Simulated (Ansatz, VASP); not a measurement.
## Al2O3 in VASP and in Ansatz

Contents of INCAR:

```
SYSTEM = Al2O3
ALGO = Normal
EDIFF = 1E-7
ENCUT = 520
GGA = PE
ISIF = 2
ISMEAR = 0
IVDW = 12
LASPH = .TRUE.
LCHARG = .TRUE.
LELF = .TRUE.
LREAL = .FALSE.
LVHAR = .TRUE.
LWAVE = .FALSE.
NBANDS = 20
NELM = 100
PREC = Accurate
SIGMA = 0.05
```

File KPOINTS:

```
k-points
0
G
  9 9 4
  0 0 0
```

The input POSCAR:

```
Al2O3
1.0
    2.8959000000      0.0000000000      0.0000000000
   -1.4479500000      2.5079229668      0.0000000000
    0.0000000000      0.0000000000      6.8585000000
Al O
2 3
Direct
    0.0000000000      0.0000000000      0.1907358529
    0.0000000000      0.0000000000      0.8092641471
    0.3333333333      0.6666666667      0.2840924954
    0.6666666667      0.3333333333      0.0000000000
    0.3333333333      0.6666666667      0.7159075046
```

Input for Ansatz:

```yaml
crystal:
  lattice:
    - [2.8959, 0.0, 0.0]
    - [-1.44795, 2.5079229668, 0.0]
    - [0.0, 0.0, 6.8585]
  atoms:
    - { symbol: Al, position: [0.0, 0.0, 0.1907358529] }
    - { symbol: Al, position: [0.0, 0.0, 0.8092641471] }
    - { symbol: O, position: [0.3333333333, 0.6666666667, 0.2840924954] }
    - { symbol: O, position: [0.6666666667, 0.3333333333, 0.0] }
    - { symbol: O, position: [0.3333333333, 0.6666666667, 0.7159075046] }
basis:
  ecutwfc: 520.0
kpoints:
  mp_grid: { grid: [9, 9, 4] }
hamiltonian:
  xc: pbe
  pseudopotentials: { kind: paw, azcp: { folder: soft_1 } }
  dispersion: d3bj
scf:
  occupations: { method: gaussian, width: 0.05 }
output:
  forces: true
  stress: true
  eigenvalues: true
```

Alike in both runs: task single point; functional PBE; dispersion D3(BJ); k mesh 9 × 9 × 4; occupations gaussian, width 0.05 eV; no spin polarisation.

|  | VASP | Ansatz |
| --- | --- | --- |
| version | VASP 6.6.1 | Ansatz 0.2.0 |
| potentials or method | VASP PAW PBE potentials, release 64 (Al, O), cutoff 520 eV | scalar-relativistic, plane waves, PAW |
| valence electrons in the cell | 24 | 24 |

|  | VASP | Ansatz | Ansatz less VASP |
| --- | --- | --- | --- |
| gap on the k mesh at the Fermi level (eV) | 4.08 | 4.10 | +0.023 |
| least direct gap on the mesh (eV) | 4.18 | 4.20 | +0.023 |
| pressure (GPa) | 4.2 | 4.1 | -0.05 |
| traceless stress, the component that is largest in VASP (GPa) | 13.20 | 13.47 | +0.276 |
| rms of the force components (eV/Å) | 0.427 | 0.420 | -0.0074 |

Atom by atom the forces differ by 0.016 eV/Å (rms over components).
